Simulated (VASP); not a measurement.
# ZrB2 (P4_2/nnm) in VASP: further runs

The runs below take ZrB2 through single point, relaxation of cell and atoms, with PBE.

Program: VASP 6.6.1. These are calculated values, not measurements. Logs are shortened: lines on timing, memory, paths and dates and some standing lists are left out, and cuts for length are marked.

## 1. The cell of the first run

It takes space group P4_2/nnm (No. 134, tetragonal). The conventional cell has a = 6.401 Å, b = 6.401 Å, c = 2.611 Å, α = 90.00°, β = 90.00°, γ = 90.00°. Zr (site symmetry -42m) has 8 B at 2.36 to 2.99 Å and 2 Zr at 2.61 Å within 3.1 Å. B (site symmetry 2/m) has 4 Zr at 2.36 to 2.99 Å and 2 B at 2.61 Å within 3.1 Å.

The cell was generated, and may not be a known phase.

## 2. Single point, PBE

INCAR reads:

```
SYSTEM = ZrB2
  ALGO = Normal
  EDIFF = 1E-6
  ENCUT = 520
  GGA = PE
  ISIF = 2
  ISMEAR = 0
  LASPH = .True.
  LCHARG = .False.
  LREAL = .False.
  LWAVE = .False.
  NBANDS = 27
  NELM = 100
  PREC = Accurate
  SIGMA = 0.1
```

KPOINTS reads:

```
k-points
0
Gamma
  4 4 8
  0 0 0
```

POSCAR reads:

```
ZrB2
1.0
    6.4010243062      0.0000000000      0.0000000000
    0.0000000000      6.4010243062      0.0000000000
    0.0000000000      0.0000000000      2.6111780539
Zr B
2 4
Direct
    0.5000000000      0.5000000000      0.0000000000
    0.0000000000      0.0000000000      0.5000000000
    0.2500000000      0.7500000000      0.7500000000
    0.7500000000      0.2500000000      0.7500000000
    0.7500000000      0.7500000000      0.2500000000
    0.2500000000      0.2500000000      0.2500000000
```

Potentials or basis: VASP PAW PBE potentials, release 64 (Zr_sv, B).

Launch:

```
$ cat potpaw_PBE.64/Zr_sv/POTCAR potpaw_PBE.64/B/POTCAR > POTCAR
$ mpirun -np 1 vasp_std > vasp.out
```

OUTCAR:

```text
SYSTEM = ZrB2
   EDIFF = 1E-6
   ENCUT = 520
   GGA = PE
   ISIF = 2
   ISMEAR = 0
   LASPH = .True.
   LREAL = .False.
   NELM = 100
   PREC = Accurate

 ion  position               nearest neighbor table
   1  0.500  0.500  0.000-   3 2.36   4 2.36   5 2.36   6 2.36   3 2.99   4 2.99   5 2.99   6 2.99

   2  0.000  0.000  0.500-   3 2.36   4 2.36   5 2.36   6 2.36   5 2.99   6 2.99   3 2.99   4 2.99

   3  0.250  0.750  0.750-   1 2.36   2 2.36   2 2.99   1 2.99
   4  0.750  0.250  0.750-   1 2.36   2 2.36   2 2.99   1 2.99
   5  0.750  0.750  0.250-   1 2.36   2 2.36   1 2.99   2 2.99
   6  0.250  0.250  0.250-   1 2.36   2 2.36   1 2.99   2 2.99

  LATTYP: Found a simple tetragonal cell.
 ALAT       =     6.4010243062
 C/A-ratio  =     0.4079312824

  Lattice vectors:

 A1 = (   6.4010243062,   0.0000000000,   0.0000000000)
 A2 = (   0.0000000000,   6.4010243062,   0.0000000000)
 A3 = (   0.0000000000,   0.0000000000,   2.6111780539)

Analysis of symmetry for initial positions (statically):
=====================================================================
 Subroutine PRICEL returns:
 Original cell was already a primitive cell.

 Routine SETGRP: Setting up the symmetry group for a
 simple tetragonal supercell.

 Subroutine GETGRP returns: Found 16 space group operations
 (whereof  8 operations were pure point group operations)
 out of a pool of 16 trial point group operations.

The static configuration has the point symmetry D_2d.
 The point group associated with its full space group is D_4h.

Analysis of symmetry for dynamics (positions and initial velocities):
=====================================================================
 Subroutine PRICEL returns:
 Original cell was already a primitive cell.

 Routine SETGRP: Setting up the symmetry group for a
 simple tetragonal supercell.

 Subroutine GETGRP returns: Found 16 space group operations
 (whereof  8 operations were pure point group operations)
 out of a pool of 16 trial point group operations.

The dynamic configuration has the point symmetry D_2d.
 The point group associated with its full space group is D_4h.

 Subroutine INISYM returns: Found 16 space group operations
 (whereof  8 operations are pure point group operations),
 and found     1 'primitive' translations

----------------------------------------------------------------------------------------

                                     Primitive cell

  volume of cell :     106.9881

  direct lattice vectors                    reciprocal lattice vectors
     6.401024306  0.000000000  0.000000000     0.156224997  0.000000000  0.000000000
     0.000000000  6.401024306  0.000000000     0.000000000  0.156224997  0.000000000
     0.000000000  0.000000000  2.611178054     0.000000000  0.000000000  0.382968905

  length of vectors
     6.401024306  6.401024306  2.611178054     0.156224997  0.156224997  0.382968905

  position of ions in fractional coordinates (direct lattice)
     0.500000000  0.500000000  0.000000000
     0.000000000  0.000000000  0.500000000
     0.250000000  0.750000000  0.750000000
     0.750000000  0.250000000  0.750000000
     0.750000000  0.750000000  0.250000000
     0.250000000  0.250000000  0.250000000

  ion indices of the primitive-cell ions
   primitive index   ion index
                 1           1
                 2           2
                 3           3
                 4           4
                 5           5
                 6           6

----------------------------------------------------------------------------------------

 KPOINTS: k-points

Automatic generation of k-mesh.
 Grid dimensions read from file:
 generate k-points for:    4    4    8

 Generating k-lattice:

  Cartesian coordinates                     Fractional coordinates (reciprocal lattice)
     0.039056249  0.000000000  0.000000000     0.250000000  0.000000000  0.000000000
     0.000000000  0.039056249  0.000000000     0.000000000  0.250000000  0.000000000
     0.000000000  0.000000000  0.047871113     0.000000000  0.000000000  0.125000000

  Length of vectors
     0.039056249  0.039056249  0.047871113

  Shift w.r.t. Gamma in fractional coordinates (k-lattice)
     0.000000000  0.000000000  0.000000000

 Subroutine IBZKPT returns following result:
 ===========================================

 Found     30 irreducible k-points:

 Following reciprocal coordinates:
            Coordinates               Weight
  0.000000  0.000000  0.000000      1.000000
  0.250000  0.000000  0.000000      4.000000
  0.500000  0.000000  0.000000      2.000000
  0.250000  0.250000  0.000000      4.000000
  0.500000  0.250000  0.000000      4.000000
  0.500000  0.500000  0.000000      1.000000
[... 16 lines left out ...]
  0.500000  0.250000  0.375000      8.000000
  0.500000  0.500000  0.375000      2.000000
 [... further k-points ...]
   k-points           NKPTS =     30   k-points in BZ     NKDIM =     30   number of bands    NBANDS=     27
[... 40 lines left out ...]
  Thomas-Fermi vector in A             =   2.275372
   LORBIT       =      0    0 simple, 1 ext, 2 COOP (PROOUT), +10 PAW based schemes
   GGA     = PE    functional components
   LHFCALC =     F    Hartree Fock is set to
   AEXX    =    0.0000 exact exchange contribution
   IVDW    =     0    specifies the selected vdW correction
   LEPSILON=     F    determine dielectric tensor
   LRPA    =     F    only Hartree local field effects (RPA)
 non-spin polarized calculation
 Gauss-broadening in eV      SIGMA  =   0.10
  energy-cutoff  :      520.00
  volume of cell :      106.99
 maximum number of plane-waves:      2914
 NGX is ok and might be reduce to    48
   NGX = 23   NGY = 23   NGZ =  9

 number of electron      36.0000001 magnetization

 Free energy of the ion-electron system (eV)
  ---------------------------------------------------
  ext. energy  EPLUGINS =         0.00000000
  ---------------------------------------------------
  free energy    TOTEN  =       -33.40885425 eV

  energy without entropy =      -33.37749342  energy(sigma->0) =      -33.39317383

 E-fermi :   3.6806     XC(G=0):  -9.6159

 val. band max:        3.6801756628   @ k =   0.2500   0.0000   0.1250
 cond. band min:       3.6843653711   @ k =   0.2500   0.2500   0.1250
 fundamental gap:      0.0041897083
 Fermi energy:         3.6805862823

 k-point     1 :       0.0000    0.0000    0.0000
  band No.  band energies     occupation
      1     -44.0216      2.00000
      2     -44.0211      2.00000
      3     -22.1222      2.00000
      4     -22.1222      2.00000
      5     -22.1043      2.00000
      6     -22.1043      2.00000
[... 19 lines left out ...]
     26       9.6788      0.00000
     27      10.2124      0.00000

 k-point     2 :       0.2500    0.0000    0.0000
  band No.  band energies     occupation
      1     -44.0215      2.00000
      2     -44.0212      2.00000
      3     -22.1197      2.00000
      4     -22.1196      2.00000
      5     -22.1071      2.00000
      6     -22.1070      2.00000
[... 19 lines left out ...]
     26       9.7534      0.00000
     27       9.8943      0.00000

 k-point     3 :       0.5000    0.0000    0.0000
  band No.  band energies     occupation
      1     -44.0214      2.00000
      2     -44.0214      2.00000
      3     -22.1135      2.00000
      4     -22.1135      2.00000
      5     -22.1133      2.00000
      6     -22.1133      2.00000
[... 19 lines left out ...]
     26       9.7679      0.00000
     27       9.8966      0.00000

 k-point     4 :       0.2500    0.2500    0.0000
  band No.  band energies     occupation
      1     -44.0215      2.00000
      2     -44.0212      2.00000
      3     -22.1235      2.00000
      4     -22.1145      2.00000
      5     -22.1122      2.00000
      6     -22.1033      2.00000
[... 19 lines left out ...]
     26       9.7598      0.00000
     27       9.8066      0.00000
[... 516 lines left out ...]
      4     -23.1125      2.00000
      5     -21.7859      2.00000
      6     -21.7812      2.00000
[... 19 lines left out ...]
     26       8.0324      0.00000
     27       8.3873      0.00000

 k-point    23 :       0.5000    0.2500    0.3750
  band No.  band energies     occupation
      1     -43.6571      2.00000
      2     -43.6567      2.00000
      3     -23.1137      2.00000
      4     -23.1123      2.00000
      5     -21.7847      2.00000
      6     -21.7847      2.00000
[... 19 lines left out ...]
     26       7.0967      0.00000
     27       8.2329      0.00000

 k-point    24 :       0.5000    0.5000    0.3750
  band No.  band energies     occupation
      1     -43.6572      2.00000
      2     -43.6566      2.00000
      3     -23.1140      2.00000
      4     -23.1120      2.00000
      5     -21.7863      2.00000
      6     -21.7863      2.00000
[... 19 lines left out ...]
     26       6.4192      0.00000
     27       8.1312      0.00000

 [... further k-points ...]
[... 5 lines left out ...]
  --------------------------------------------------------------------------------------
  -------------------------------------------------------------------------------------
  Total       -0.1246222     -0.1246222     -0.0383689      0.0000000     -0.0000000      0.0000000
  in kB       -1.8662536     -1.8662536     -0.5745849      0.0000000     -0.0000000      0.0000000
  external PRESSURE =      -1.4356974 kB  Pullay stress =       0.0000000 kB

 VOLUME and BASIS-vectors are now :
 -----------------------------------------------------------------------------
  energy-cutoff  :      520.00
  volume of cell :      106.99
      direct lattice vectors                 reciprocal lattice vectors
     6.401024306  0.000000000  0.000000000     0.156224997  0.000000000  0.000000000
     0.000000000  6.401024306  0.000000000     0.000000000  0.156224997  0.000000000
     0.000000000  0.000000000  2.611178054     0.000000000  0.000000000  0.382968905

 POSITION                                       TOTAL-FORCE (eV/Angst)
 -----------------------------------------------------------------------------------
      3.20051      3.20051      0.00000         0.000000     -0.000000     -0.000000
      0.00000      0.00000      1.30559         0.000000     -0.000000     -0.000000
      1.60026      4.80077      1.95838        -0.000000      0.000000      0.000000
      4.80077      1.60026      1.95838        -0.000000     -0.000000      0.000000
      4.80077      4.80077      0.65279        -0.000000      0.000000     -0.000000
      1.60026      1.60026      0.65279         0.000000      0.000000     -0.000000
 -----------------------------------------------------------------------------------
    total drift:                               -0.000000     -0.000000      0.000000

  FREE ENERGIE OF THE ION-ELECTRON SYSTEM (eV)
  ---------------------------------------------------
  free  energy   TOTEN  =       -33.4088542466 eV

  energy  without entropy=      -33.3774934192  energy(sigma->0) =      -33.39317383
```

It took 53 s on 1 thread of Intel Xeon Platinum 8259CL at 2.50GHz (Skylake/Cascade Lake), shared host; peak memory 0.23 GiB.

What came out:

```yaml
Free_energy: -33.4089 eV
Pressure: -0.1 GPa
Band_gap_on_the_k_mesh: zero (bands 18 and 19 overlap by 1.48 eV)
```

Levels at points of the mesh, in eV from the Fermi level:
```csv
k point,band 16,band 17,band 18,band 19,band 20,band 21
"(0.00, 0.00, 0.00)",-1.03,-0.90,-0.50,-0.50,1.68,2.37
"(0.50, 0.00, 0.00)",-1.26,-0.79,-0.79,-0.33,-0.33,2.42
"(0.50, 0.50, 0.00)",-0.96,-0.93,-0.93,0.59,0.59,0.65
"(0.00, 0.00, 0.50)",-1.96,0.31,0.31,0.77,0.77,1.12
"(0.50, 0.00, 0.50)",-1.10,-0.90,-0.90,-0.69,-0.69,1.58
"(0.50, 0.50, 0.50)",-2.16,-0.08,0.27,0.27,1.24,1.91
```

## 3. Single point, PBE

This run uses another cell than the first one, of 17.64 Å³/atom.

INCAR reads:

```
SYSTEM = ZrB2
  PREC = Accurate
  ENCUT = 520
  EDIFF = 1E-6
  ISMEAR = 0
  SIGMA = 0.1
  LREAL = .False.
  LASPH = .True.
  NELM = 100
  ALGO = Normal
  ISIF = 2
  LWAVE = .False.
  LCHARG = .False.
  GGA = PE
  NBANDS = 27
```

KPOINTS reads:

```
regular mesh
0
Gamma
  6 6 14
  0 0 0
```

POSCAR: that of step 2 with these lines changed.

```diff
@@ -2,5 +2,5 @@
 1.0
-    6.4010243062      0.0000000000      0.0000000000
-    0.0000000000      6.4010243062      0.0000000000
-    0.0000000000      0.0000000000      2.6111780539
+    6.4405330811      0.0000000000      0.0000000000
+    0.0000000000      6.4405330811      0.0000000000
+    0.0000000000      0.0000000000      2.5509368524
 Zr B
```

Potentials or basis: VASP PAW PBE potentials, release 64 (Zr_sv, B).

Launch:

```
$ cat potpaw_PBE.64/Zr_sv/POTCAR potpaw_PBE.64/B/POTCAR > POTCAR
$ mpirun -np 1 vasp_std > vasp.out
```

Run time: 2.3 min. Hardware: 1 thread of Intel Xeon Platinum 8259CL at 2.50GHz (Skylake/Cascade Lake), shared host; peak memory 0.33 GiB.

Results (log left out):

```yaml
Free_energy: -33.4927 eV
Pressure: 0.0 GPa
Band_gap_on_the_k_mesh: zero (bands 18 and 19 overlap by 1.71 eV)
```

Stress tensor (GPa, compression positive):
```
-0.02  0.00  0.00
 0.00 -0.02  0.00
 0.00  0.00  0.16
```

Levels at points of the mesh, in eV from the Fermi level:
```
           k point  band 14  band 15  band 16  band 17  band 18  band 19  band 20  band 21  band 22  band 23
(0.00, 0.00, 0.00)    -3.17    -1.79    -1.32    -1.21    -0.69    -0.69     1.45     2.22     2.22     3.44
(0.50, 0.00, 0.00)    -2.26    -1.48    -1.48    -0.99    -0.99    -0.62    -0.62     2.21     2.21     3.99
(0.50, 0.50, 0.00)    -2.42    -1.24    -1.24    -1.16    -1.16     0.41     0.41     0.45     0.45     5.35
(0.00, 0.00, 0.50)    -3.17    -2.06    -2.06     0.12     0.12     0.73     0.73     1.18     1.18     1.40
(0.50, 0.00, 0.50)    -2.34    -1.23    -1.23    -1.03    -1.03    -0.81    -0.81     1.62     1.62     2.74
(0.50, 0.50, 0.50)    -3.11    -2.43    -2.30    -0.07     0.09     0.09     1.28     1.78     1.78     1.79
```

## 4. Relaxation of cell and atoms, PBE

This run uses another cell than the first one, of 17.16 Å³/atom.

INCAR reads:

```
  PREC = Accurate
  ENCUT = 600
  EDIFF = 1E-6
  ISMEAR = 0
  SIGMA = 0.1
  LREAL = F
  LASPH = T
  NELM = 80
  ALGO = Normal
  ISIF = 3
  LWAVE = F
  LCHARG = F
  GGA = PE
  IBRION = 2
  NSW = 90
  EDIFFG = -0.04
```

KPOINTS reads:

```
regular mesh
0
Gamma
  4 4 8
```

POSCAR: that of step 3 with these lines changed.

```diff
@@ -2,5 +2,5 @@
 1.0
-    6.4405330811      0.0000000000      0.0000000000
-    0.0000000000      6.4405330811      0.0000000000
-    0.0000000000      0.0000000000      2.5509368524
+    6.4842985412      0.0000000000      0.0000000000
+    0.0000000000      6.4842985412      0.0000000000
+    0.0000000000      0.0000000000      2.4494445841
 Zr B
```

Launch:

```
$ cat potpaw_PBE.64/Zr_sv/POTCAR potpaw_PBE.64/B/POTCAR > POTCAR
$ mpirun -np 1 vasp_std > vasp.out
```

Wall time 7.6 min (1 thread of Intel Xeon Platinum 8259CL at 2.50GHz (Skylake/Cascade Lake), shared host); peak memory 0.28 GiB.

It converged, with:

| Item | Value |
| --- | --- |
| Free energy | -33.4095 eV |
| Relaxed volume | 17.80 Å³/atom |
| Relaxed cell | a = 6.395 Å, b = 6.395 Å, c = 2.612 Å, α = 90.00°, β = 90.00°, γ = 90.00° |
| Space group after relaxing (to 0.1 Å) | P4_2/nnm (No. 134) |
| Energy gained by relaxing | 26.4 meV/atom |
| Ionic steps | 6 |
| Pressure after relaxing | 0.0 GPa |
| Band gap on the k mesh | zero (bands 18 and 19 overlap by 1.47 eV) |

Step by step:
```csv
step,energy change (eV),largest force (eV/Å),pressure (GPa),volume (Å³)
1,0.0000,0.0000,2.57,102.99
2,-0.1110,0.0000,-0.49,107.11
3,-0.1242,0.0000,-1.81,109.22
4,-0.1570,0.0000,-0.35,107.39
5,-0.1570,0.0000,-0.39,107.46
6,-0.1582,0.0000,-0.01,106.82
```

Final structure:
```
Zr B
1.0
     6.39471    0.00000    0.00000
     0.00000    6.39471    0.00000
     0.00000    0.00000    2.61211
Zr B
2 4
Direct
  0.50000 0.50000 0.00000
  0.00000 0.00000 0.50000
  0.25000 0.75000 0.75000
  0.75000 0.25000 0.75000
  0.75000 0.75000 0.25000
  0.25000 0.25000 0.25000
```

Levels at points of the mesh, in eV from the Fermi level:
```tsv
k point	band 15	band 16	band 17	band 18	band 19	band 20	band 21	band 22
(0.00, 0.00, 0.00)	-1.57	-1.02	-0.90	-0.50	-0.50	1.69	2.38	2.38
(0.50, 0.00, 0.00)	-1.26	-1.26	-0.78	-0.78	-0.33	-0.33	2.42	2.42
(0.50, 0.50, 0.00)	-0.96	-0.96	-0.93	-0.93	0.60	0.60	0.66	0.66
(0.00, 0.00, 0.50)	-1.97	-1.97	0.31	0.31	0.77	0.77	1.11	1.11
(0.50, 0.00, 0.50)	-1.10	-1.10	-0.90	-0.90	-0.70	-0.70	1.58	1.58
(0.50, 0.50, 0.50)	-2.32	-2.17	-0.08	0.27	0.27	1.23	1.91	2.06
```

## 5. Single point, PBE, collinear spin

INCAR reads:

```
ALGO = Normal ; EDIFF = 1E-7
ENCUT = 520 ; GGA = PE
ISIF = 2 ; ISMEAR = 0
ISPIN = 2 ; LASPH = T
LCHARG = T ; LELF = T
LMAXMIX = 4 ; LORBIT = 11
LREAL = F ; LVHAR = T
LWAVE = F ; MAGMOM = 1 1 0 0 0 0
NBANDS = 31 ; NELM = 150
PREC = Accurate ; SIGMA = 0.1
```

KPOINTS reads:

```
k-points
0
Gamma
  4 4 6
```

POSCAR: that of step 4 with these lines changed.

```diff
@@ -2,5 +2,5 @@
 1.0
-    6.4842985412      0.0000000000      0.0000000000
-    0.0000000000      6.4842985412      0.0000000000
-    0.0000000000      0.0000000000      2.4494445841
+    6.4010243062      0.0000000000      0.0000000000
+    0.0000000000      6.4010243062      0.0000000000
+    0.0000000000      0.0000000000      2.6111780539
 Zr B
```

Launch:

```
$ cat potpaw_PBE.64/Zr_sv/POTCAR potpaw_PBE.64/B/POTCAR > POTCAR
$ mpirun -np 1 vasp_std > vasp.out
```

It took 2.3 min on 1 thread of Intel Xeon Platinum 8259CL at 2.50GHz (Skylake/Cascade Lake), shared host; peak memory 0.3 GiB.

It converged, with:

* Free energy: -33.2959 eV
* Pressure: -0.2 GPa
* Net moment: 0.22 μB per cell
* Site moments: Zr +0.08; B +0.01 μB
* Valence electrons inside the program's atomic spheres: Zr 10.12; B 1.54

Stress tensor (GPa, compression positive):
```
 0.02  0.00  0.00
 0.00  0.02  0.00
 0.00  0.00 -0.62
```

Levels at points of the mesh, in eV from the Fermi level:
Spin up:
```
           k point  band 15  band 16  band 17  band 18  band 19  band 20  band 21  band 22
(0.00, 0.00, 0.00)    -1.77    -1.54    -1.35    -0.67    -0.67     1.43     2.21     2.21
(0.50, 0.00, 0.00)    -1.65    -1.65    -0.98    -0.98    -0.59    -0.59     2.27     2.27
(0.50, 0.50, 0.00)    -1.39    -1.39    -1.15    -1.15     0.40     0.40     0.51     0.51
(0.00, 0.00, 0.50)    -2.15    -2.15     0.11     0.11     0.58     0.58     0.94     0.94
(0.50, 0.00, 0.50)    -1.27    -1.27    -1.14    -1.14    -0.92    -0.92     1.39     1.39
(0.50, 0.50, 0.50)    -2.50    -2.35    -0.28     0.06     0.06     1.05     1.74     1.76
```
Spin down:
```
           k point  band 14  band 15  band 16  band 17  band 18  band 19  band 20  band 21  band 22  band 23
(0.00, 0.00, 0.00)    -3.17    -1.75    -1.29    -1.15    -0.66    -0.66     1.46     2.22     2.22     3.53
(0.50, 0.00, 0.00)    -2.28    -1.49    -1.49    -0.96    -0.96    -0.53    -0.53     2.28     2.28     4.00
(0.50, 0.50, 0.00)    -2.42    -1.18    -1.18    -1.13    -1.13     0.42     0.42     0.52     0.52     5.40
(0.00, 0.00, 0.50)    -3.14    -2.12    -2.12     0.14     0.14     0.60     0.60     0.95     0.95     1.35
(0.50, 0.00, 0.50)    -2.41    -1.25    -1.25    -1.10    -1.10    -0.89    -0.89     1.41     1.41     2.58
(0.50, 0.50, 0.50)    -3.30    -2.47    -2.32    -0.26     0.10     0.10     1.07     1.75     1.81     1.81
```

Caveat: the k points lie up to 0.40 Å⁻¹ apart.

## 6. Overview

| task | spin | cell | k mesh | cutoff (eV) | gap on the mesh (eV) | pressure (GPa) |
| --- | --- | --- | --- | --- | --- | --- |
| single point | off | a = 6.401, b = 6.401, c = 2.611 Å, 6 atoms | 4 × 4 × 8 | 520 | none | -0.1 |
| single point | off | a = 6.441, b = 6.441, c = 2.551 Å, 6 atoms | 6 × 6 × 14 | 520 | none | 0.0 |
| relaxation of cell and atoms | off | relaxed from a = 6.484, b = 6.484, c = 2.449 Å, 6 atoms | 4 × 4 × 8 | 600 | none | 0.0 |
| single point | collinear | a = 6.401, b = 6.401, c = 2.611 Å, 6 atoms | 4 × 4 × 6 | 520 | none | -0.2 |

Alike in all rows: level PBE; potentials or basis VASP PAW PBE potentials, release 64 (Zr_sv, B); smearing gaussian 0.1 eV.

Caveats: some runs use coarse meshes.

Absolute energies hang on the potentials; compare differences alone.

The gap in the log of VASP goes by the Fermi energy; the results here count the filled bands.